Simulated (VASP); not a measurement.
Wanted: the native input for a VASP 6.6.1 run.

| Property | Result |
| --- | --- |
| Task | single point |
| Functional | PBE |
| Potentials or basis | VASP PAW PBE potentials, release 64 (Pt) |
| Cutoff | 520 eV |
| k mesh | 24 × 24 × 24 |
| Occupations | fermi-dirac, width 0.0612256 eV |
| Spin | no spin polarisation |
| Dipole correction | no |
| Further INCAR settings | ALGO = Normal; EDIFF = 1e-06; NBANDS = 11 |

The structure of Pt lies in POSCAR:

```
Pt
1.0
   -1.6031980307      1.6031980307      1.6031980307
    1.6031980307     -1.6031980307      1.6031980307
    1.6031980307      1.6031980307     -1.6031980307
Pt
1
Direct
    0.0000000000      0.0000000000      0.0000000000
```

This isn't the form of Pt at room conditions, which is fcc.

These files were run (other wordings do the same):

INCAR

```
  PREC = Accurate
  ENCUT = 520
  EDIFF = 1E-6
  ISMEAR = -1
  SIGMA = 0.06122561905347299
  LREAL = False
  LASPH = True
  NELM = 100
  ALGO = Normal
  ISIF = 2
  LWAVE = False
  LCHARG = False
  GGA = PE
  NBANDS = 11
```

KPOINTS

```
regular mesh
0
Gamma
  24 24 24
```

Potentials or basis: VASP PAW PBE potentials, release 64 (Pt).

Command:

```bash
$ cat potpaw_PBE.64/Pt/POTCAR > POTCAR
$ mpirun -np 1 vasp_std > vasp.out
```

It gave:

```json
{"Pressure": "-8.9 GPa", "Band gap on the k mesh": "zero (bands 5 and 6 overlap by 2.00 eV)"}
```

Caveat: the cell stands under tension; spin-orbit coupling is left out, which moves the levels of the heavy elements.

Run time: 59 s on 1 thread of Intel(R) Xeon(R) Platinum 8259CL CPU @ 2.50GHz (Skylake/Cascade Lake) (shared host), peak memory 0.2 GiB.
